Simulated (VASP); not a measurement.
Pt:

```xyz
2
Lattice="2.7083 0.0000 0.0000 -1.3541 2.3455 0.0000 0.0000 0.0000 4.6765" Properties=species:S:1:pos:R:3 pbc="T T T"
Pt    1.3541    0.7818    3.5074
Pt    0.0000    1.5636    1.1691
```

This isn't the form of Pt at room conditions, which is fcc.

Base run:

| Quantity | Value |
| --- | --- |
| Program | VASP 6.6.1 |
| Functional | LDA |
| Potentials or basis | VASP PAW LDA potentials, release 64 (Pt_sv_GW) |
| Cutoff | 570 eV |
| k mesh | 21 × 21 × 10 |
| Occupations | gaussian, width 0.15 eV |
| Spin | collinear spin |
| Starting moments | [0.35, 0.35] μB |
| Fixed moment | 0.7 μB |

Its results: pressure 0.4 GPa; site moments Pt +0.37 μB.

Question: The run is repeated on the same cell with these changes: fixed moment from 0.7 μB to 1 μB; moments at the start from [0.35, 0.35] to [0.5, 0.5]. What comes out?

Answer: Pressure 1.1 GPa; site moments Pt +0.53 μB.

Caveats: the total moment is fixed, so each spin has its own Fermi level and the state may be an excited one; the stress differs along the axes, from -3 to 3 GPa (at least some runs).
